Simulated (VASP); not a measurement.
# KCaLaFeO6 (F-43m) in VASP: single point with PBE+U

Aim: the single point of KCaLaFeO6 with PBE+U.

Program: VASP 6.6.1. These are calculated values, not measurements. Logs are shortened: lines on timing, memory, paths and dates and some standing lists are left out, and cuts for length are marked.

## 1. The cell of the first run

It takes space group F-43m (No. 216, cubic). The conventional cell has a = 8.100 Å, b = 8.100 Å, c = 8.100 Å, α = 90.00°, β = 90.00°, γ = 90.00°. Within 3.8 Å of K (site symmetry -43m) lie 12 O at 2.87 Å and 4 Ca at 3.51 Å and 4 Fe at 3.51 Å. Within 2.9 Å of Ca (site symmetry -43m) lie 6 O at 2.21 Å. La (site symmetry -43m) has 12 O at 2.87 Å and 4 Ca at 3.51 Å and 4 Fe at 3.51 Å within 3.8 Å. Fe (site symmetry -43m) has 6 O at 1.84 Å within 2.4 Å. O (site symmetry 2mm) has 1 Fe at 1.84 Å and 1 Ca at 2.21 Å within 2.4 Å.

## 2. Single point, PBE+U, collinear spin, ferromagnetic start

The input, INCAR:

```
PREC = Accurate
ENCUT = 600
EDIFF = 1E-6
ISMEAR = -1
SIGMA = 0.15
LREAL = False
LASPH = True
NELM = 200
ALGO = Normal
ISIF = 2
LWAVE = False
LCHARG = True
ISPIN = 2
MAGMOM = 0 0 0 2.4 0 0 0 0 0 0
LORBIT = 11
LMAXMIX = 6
LDAU = True
LDAUTYPE = 2
LDAUL = -1 -1 -1 2 -1
LDAUU = 0 0 0 2 0
LDAUJ = 0 0 0 0 0
LDAUPRINT = 1
GGA = PE
LELF = True
LVHAR = True
NBANDS = 52
GGA_COMPAT = False
```

The input, KPOINTS:

```
Automatic mesh
0
Gamma
  6 6 6
```

The input, POSCAR:

```
KCaLaFeO6
1.0
    0.0000000000      4.0501659394      4.0501659394
    4.0501659394      0.0000000000      4.0501659394
    4.0501659394      4.0501659394      0.0000000000
K Ca La Fe O
1 1 1 1 6
Direct
    0.2500000000      0.2500000000      0.2500000000
    0.0000000000      0.0000000000      0.0000000000
    0.7500000000      0.7500000000      0.7500000000
    0.5000000000      0.5000000000      0.5000000000
    0.7269444823      0.2730555177      0.2730555177
    0.2730555177      0.2730555177      0.7269444823
    0.7269444823      0.7269444823      0.2730555177
    0.7269444823      0.2730555177      0.7269444823
    0.2730555177      0.7269444823      0.2730555177
    0.2730555177      0.7269444823      0.7269444823
```

Potentials or basis: VASP PAW PBE potentials, release 64 (K_sv, Ca_sv, La, Fe, O).

Started as:

```bash
> cat potpaw_PBE.64/K_sv/POTCAR potpaw_PBE.64/Ca_sv/POTCAR potpaw_PBE.64/La/POTCAR potpaw_PBE.64/Fe/POTCAR potpaw_PBE.64/O/POTCAR > POTCAR
> mpirun -np 1 vasp_std > vasp.out
```

OUTCAR:

```text
PREC = Accurate
   ENCUT = 600
   EDIFF = 1E-6
   ISMEAR = -1
   LREAL = False
   LASPH = True
   NELM = 200
   ISIF = 2
   ISPIN = 2
   LORBIT = 11
   GGA = PE

 ion  position               nearest neighbor table
   1  0.250  0.250  0.250-   5 2.87   6 2.87   9 2.87   6 2.87   8 2.87  10 2.87   7 2.87   9 2.87
                            10 2.87   5 2.87   7 2.87   8 2.87
   2  0.000  0.000  0.000-   5 2.21   6 2.21   7 2.21   8 2.21   9 2.21  10 2.21
   3  0.750  0.750  0.750-
   4  0.500  0.500  0.500-   5 1.84   6 1.84   7 1.84   8 1.84   9 1.84  10 1.84
   5  0.727  0.273  0.273-   4 1.84   2 2.21   1 2.87   1 2.87
   6  0.273  0.273  0.727-   4 1.84   2 2.21   1 2.87   1 2.87
   7  0.727  0.727  0.273-   4 1.84   2 2.21   1 2.87   1 2.87
   8  0.727  0.273  0.727-   4 1.84   2 2.21   1 2.87   1 2.87
   9  0.273  0.727  0.273-   4 1.84   2 2.21   1 2.87   1 2.87
  10  0.273  0.727  0.727-   4 1.84   2 2.21   1 2.87   1 2.87

  LATTYP: Found a face centered cubic cell.
 ALAT       =     8.1003318788

  Lattice vectors:

 A1 = (   0.0000000000,   4.0501659394,   4.0501659394)
 A2 = (   4.0501659394,   0.0000000000,   4.0501659394)
 A3 = (   4.0501659394,   4.0501659394,   0.0000000000)

Analysis of symmetry for initial positions (statically):
=====================================================================
 Subroutine PRICEL returns:
 Original cell was already a primitive cell.

 Routine SETGRP: Setting up the symmetry group for a
 face centered cubic supercell.

 Subroutine GETGRP returns: Found 24 space group operations
 (whereof 24 operations were pure point group operations)
 out of a pool of 48 trial point group operations.

The static configuration has the point symmetry T_d .

Analysis of symmetry for dynamics (positions and initial velocities):
=====================================================================
 Subroutine PRICEL returns:
 Original cell was already a primitive cell.

 Routine SETGRP: Setting up the symmetry group for a
 face centered cubic supercell.

 Subroutine GETGRP returns: Found 24 space group operations
 (whereof 24 operations were pure point group operations)
 out of a pool of 48 trial point group operations.

The dynamic configuration has the point symmetry T_d .

Analysis of structural, dynamic, and magnetic symmetry:
=====================================================================
 Subroutine PRICEL returns:
 Original cell was already a primitive cell.

 Routine SETGRP: Setting up the symmetry group for a
 face centered cubic supercell.

 Subroutine GETGRP returns: Found 24 space group operations
 (whereof 24 operations were pure point group operations)
 out of a pool of 48 trial point group operations.

The overall configuration has the point symmetry T_d .

 Subroutine INISYM returns: Found 24 space group operations
 (whereof 24 operations are pure point group operations),
 and found     1 'primitive' translations

----------------------------------------------------------------------------------------

                                     Primitive cell

  volume of cell :     132.8766

  direct lattice vectors                    reciprocal lattice vectors
     0.000000000  4.050165939  4.050165939    -0.123451732  0.123451732  0.123451732
     4.050165939  0.000000000  4.050165939     0.123451732 -0.123451732  0.123451732
     4.050165939  4.050165939  0.000000000     0.123451732  0.123451732 -0.123451732

  length of vectors
     5.727799601  5.727799601  5.727799601     0.213824672  0.213824672  0.213824672

  position of ions in fractional coordinates (direct lattice)
     0.250000000  0.250000000  0.250000000
     0.000000000  0.000000000  0.000000000
[... 125 lines left out ...]

atom =   4  type =  4  l = 2

 onsite density matrix

spin component  1

  0.9880  0.0000 -0.0000  0.0000 -0.0000
  0.0000  0.9880  0.0000  0.0000  0.0000
 -0.0000  0.0000  0.6485 -0.0000 -0.0000
  0.0000  0.0000 -0.0000  0.9880 -0.0000
 -0.0000  0.0000 -0.0000 -0.0000  0.6485

spin component  2

  0.2471 -0.0000 -0.0000 -0.0000 -0.0000
 -0.0000  0.2471  0.0000 -0.0000  0.0000
 -0.0000  0.0000  0.5275 -0.0000 -0.0000
 -0.0000 -0.0000 -0.0000  0.2471  0.0000
 -0.0000  0.0000 -0.0000  0.0000  0.5275

 occupancies and eigenvectors

  o =  0.2471  v =  0.0000  0.0000  0.0000  0.0000  0.0000  1.0000  0.0000  0.0000  0.0000  0.0000      0.0000  0.0000  0.0000  0.0000  0.0000  0.0000  0.0000  0.0000  0.0000  0.0000
  o =  0.2471  v =  0.0000  0.0000  0.0000  0.0000  0.0000  0.0000  0.8968 -0.0000 -0.4424 -0.0000      0.0000  0.0000  0.0000  0.0000  0.0000  0.0000  0.0000  0.0000  0.0000  0.0000
  o =  0.2471  v =  0.0000  0.0000  0.0000  0.0000  0.0000  0.0000 -0.4424 -0.0000 -0.8968  0.0000      0.0000  0.0000  0.0000  0.0000  0.0000  0.0000  0.0000  0.0000  0.0000  0.0000
  o =  0.5275  v =  0.0000  0.0000  0.0000  0.0000  0.0000  0.0000  0.0000  1.0000 -0.0000 -0.0038      0.0000  0.0000  0.0000  0.0000  0.0000  0.0000  0.0000  0.0000  0.0000  0.0000
  o =  0.5275  v =  0.0000  0.0000  0.0000  0.0000  0.0000  0.0000 -0.0000 -0.0038  0.0000 -1.0000      0.0000  0.0000  0.0000  0.0000  0.0000  0.0000  0.0000  0.0000  0.0000  0.0000
  o =  0.6485  v =  0.0000  0.0000  0.0179  0.0000  0.9998  0.0000  0.0000  0.0000  0.0000  0.0000      0.0000  0.0000  0.0000  0.0000  0.0000  0.0000  0.0000  0.0000  0.0000  0.0000
  o =  0.6485  v =  0.0000 -0.0000  0.9998 -0.0000 -0.0179  0.0000  0.0000  0.0000  0.0000  0.0000      0.0000  0.0000  0.0000  0.0000  0.0000  0.0000  0.0000  0.0000  0.0000  0.0000
  o =  0.9880  v =  0.0000  0.7757  0.0000 -0.6311 -0.0000  0.0000  0.0000  0.0000  0.0000  0.0000      0.0000  0.0000  0.0000  0.0000  0.0000  0.0000  0.0000  0.0000  0.0000  0.0000
  o =  0.9880  v =  0.0000  0.6311  0.0000  0.7757 -0.0000  0.0000  0.0000  0.0000  0.0000  0.0000      0.0000  0.0000  0.0000  0.0000  0.0000  0.0000  0.0000  0.0000  0.0000  0.0000
  o =  0.9880  v =  1.0000  0.0000  0.0000  0.0000  0.0000  0.0000  0.0000  0.0000  0.0000  0.0000      0.0000  0.0000  0.0000  0.0000  0.0000  0.0000  0.0000  0.0000  0.0000  0.0000

 number of electron      73.9999993 magnetization       3.8493128

 Free energy of the ion-electron system (eV)
  ---------------------------------------------------
  ext. energy  EPLUGINS =         0.00000000
  ---------------------------------------------------
  free energy    TOTEN  =       -64.14806246 eV

  energy without entropy =      -63.88351769  energy(sigma->0) =      -64.01579008

 E-fermi :   3.3269     XC(G=0): -10.6014

 val. band max:        3.3206584691   @ k =   0.5000   0.0000   0.0000
 cond. band min:       3.3714726447   @ k =   0.1667   0.1667   0.0000
 fundamental gap:      0.0508141757
 Fermi energy:         3.3269164163

 spin component 1

 k-point     1 :       0.0000    0.0000    0.0000
  band No.  band energies     occupation
      1     -33.8819      1.00000
      2     -28.4415      1.00000
      3     -24.1442      1.00000
      4     -15.5593      1.00000
      5     -15.5593      1.00000
      6     -15.5593      1.00000
[... 821 lines left out ...]
     48       6.4403      0.00000
     49       8.6630      0.00000
 Fermi energy:         3.3269164163

 spin component 2

 k-point     1 :       0.0000    0.0000    0.0000
  band No.  band energies     occupation
      1     -33.8967      1.00000
      2     -28.4365      1.00000
      3     -24.1378      1.00000
      4     -15.5245      1.00000
      5     -15.5245      1.00000
      6     -15.5245      1.00000
[... 821 lines left out ...]
     48       6.5332      0.00000
     49       8.7951      0.00000
 [bands above 49 left out]

------------------------ aborting loop because EDIFF is reached ----------------------------------------

  FORCE on cell =-STRESS in cart. coord.  units (eV):
  Direction    XX          YY          ZZ          XY          YZ          ZX
  --------------------------------------------------------------------------------------
  -------------------------------------------------------------------------------------
  Total        0.1373018      0.1373018      0.1373018      0.0000000      0.0000000      0.0000000
  in kB        1.6555350      1.6555350      1.6555350      0.0000000      0.0000000      0.0000000
  external PRESSURE =       1.6555350 kB  Pullay stress =       0.0000000 kB

 VOLUME and BASIS-vectors are now :
 -----------------------------------------------------------------------------
  energy-cutoff  :      600.00
  volume of cell :      132.88
      direct lattice vectors                 reciprocal lattice vectors
     0.000000000  4.050165939  4.050165939    -0.123451732  0.123451732  0.123451732
     4.050165939  0.000000000  4.050165939     0.123451732 -0.123451732  0.123451732
     4.050165939  4.050165939  0.000000000     0.123451732  0.123451732 -0.123451732

 POSITION                                       TOTAL-FORCE (eV/Angst)
 -----------------------------------------------------------------------------------
      2.02508      2.02508      2.02508         0.000000      0.000000      0.000000
      0.00000      0.00000      0.00000        -0.000000      0.000000      0.000000
      6.07525      6.07525      6.07525        -0.000000      0.000000     -0.000000
      4.05017      4.05017      4.05017         0.000000      0.000000      0.000000
      2.21184      4.05017      4.05017        -0.003363      0.000000      0.000000
      4.05017      4.05017      2.21184         0.000000      0.000000     -0.003363
      4.05017      4.05017      5.88849         0.000000      0.000000      0.003363
      4.05017      5.88849      4.05017         0.000000      0.003363      0.000000
      4.05017      2.21184      4.05017         0.000000     -0.003363      0.000000
      5.88849      4.05017      4.05017         0.003363      0.000000      0.000000
 -----------------------------------------------------------------------------------
    total drift:                               -0.000000     -0.000000     -0.000000

  FREE ENERGIE OF THE ION-ELECTRON SYSTEM (eV)
  ---------------------------------------------------
  free  energy   TOTEN  =       -64.1480624606 eV

  energy  without entropy=      -63.8835176927  energy(sigma->0) =      -64.01579008

 total charge

# of ion       s       p       d       f       tot
--------------------------------------------------
    1        1.961   5.600   0.042   0.000   7.602
    2        2.046   5.905   0.388   0.000   8.339
    3        1.994   5.682   0.406   0.159   8.242
    4        0.523   0.945   6.021   0.000   7.490
    5        1.572   3.385   0.000   0.000   4.956
    6        1.572   3.385   0.000   0.000   4.956
    7        1.572   3.385   0.000   0.000   4.956
    8        1.572   3.385   0.000   0.000   4.956
    9        1.572   3.385   0.000   0.000   4.956
   10        1.572   3.385   0.000   0.000   4.956
--------------------------------------------------
tot         15.955  38.441   6.857   0.159  61.412

 magnetization (x)

# of ion       s       p       d       f       tot
--------------------------------------------------
    1        0.000   0.003   0.001   0.000   0.005
    2       -0.002  -0.005  -0.009   0.000  -0.017
    3        0.001   0.003   0.004   0.001   0.009
    4        0.006   0.012   2.467   0.000   2.485
    5        0.003   0.168   0.000   0.000   0.171
    6        0.003   0.168   0.000   0.000   0.171
    7        0.003   0.168   0.000   0.000   0.171
    8        0.003   0.168   0.000   0.000   0.171
    9        0.003   0.168   0.000   0.000   0.171
   10        0.003   0.168   0.000   0.000   0.171
--------------------------------------------------
tot          0.021   1.024   2.463   0.001   3.508
```

Run time: 7.2 min. Hardware: 1 thread of Intel Xeon Platinum 8488C (Sapphire Rapids), shared host; peak memory 0.58 GiB.

What came out:

- Free energy: -64.1481 eV
- Pressure: 0.2 GPa
- Largest force: 0.003 eV/Å
- Net moment: 3.85 μB per cell
- Site moments: K +0.01; Ca -0.02; La +0.01; Fe +2.48; O +0.17 μB
- Valence electrons inside the program's atomic spheres: K 7.60; Ca 8.34; La 8.24; Fe 7.49; O 4.96

Forces in eV/Å, atoms in the order of the input:
```
K    0.000  0.000  0.000
Ca   0.000  0.000  0.000
La   0.000  0.000  0.000
Fe   0.000  0.000  0.000
O   -0.003  0.000  0.000
O    0.000  0.000 -0.003
O    0.000  0.000  0.003
O    0.000  0.003  0.000
O    0.000 -0.003  0.000
O    0.003  0.000  0.000
```

Levels at points of the mesh, in eV from the Fermi level:
Spin up:
| k point | band 36 | band 37 | band 38 | band 39 | band 40 | band 41 | band 42 | band 43 |
| --- | --- | --- | --- | --- | --- | --- | --- | --- |
| (0.00, 0.00, 0.00) | -0.59 | -0.29 | -0.29 | -0.29 | 1.77 | 1.77 | 3.03 | 3.04 |
| (0.50, 0.00, 0.00) | -1.03 | -0.76 | -0.76 | -0.57 | 2.27 | 2.27 | 2.96 | 2.99 |
| (0.50, 0.50, 0.00) | -1.06 | -0.81 | -0.81 | -0.32 | 1.50 | 1.76 | 2.96 | 2.98 |
Spin down:
| k point | band 33 | band 34 | band 35 | band 36 | band 37 | band 38 |
| --- | --- | --- | --- | --- | --- | --- |
| (0.00, 0.00, 0.00) | -0.33 | 0.25 | 0.25 | 0.25 | 1.19 | 1.19 |
| (0.50, 0.00, 0.00) | -0.76 | -0.26 | -0.26 | -0.01 | 1.32 | 1.43 |
| (0.50, 0.50, 0.00) | -0.86 | -0.56 | -0.56 | 0.21 | 0.94 | 1.64 |

Eigenvalues of the final occupation matrices:
```csv
site,spin,trace,eigenvalues
site 4 d,1,4.26,0.65 0.65 0.99 0.99 0.99
site 4 d,2,1.80,0.25 0.25 0.25 0.53 0.53
```

Caveat: spin-orbit coupling is left out, which moves the levels of the heavy elements; a cell with one magnetic atom can't hold antiferromagnetic order, which such compounds often take. The state reached can hang on the start; a lower one may exist.
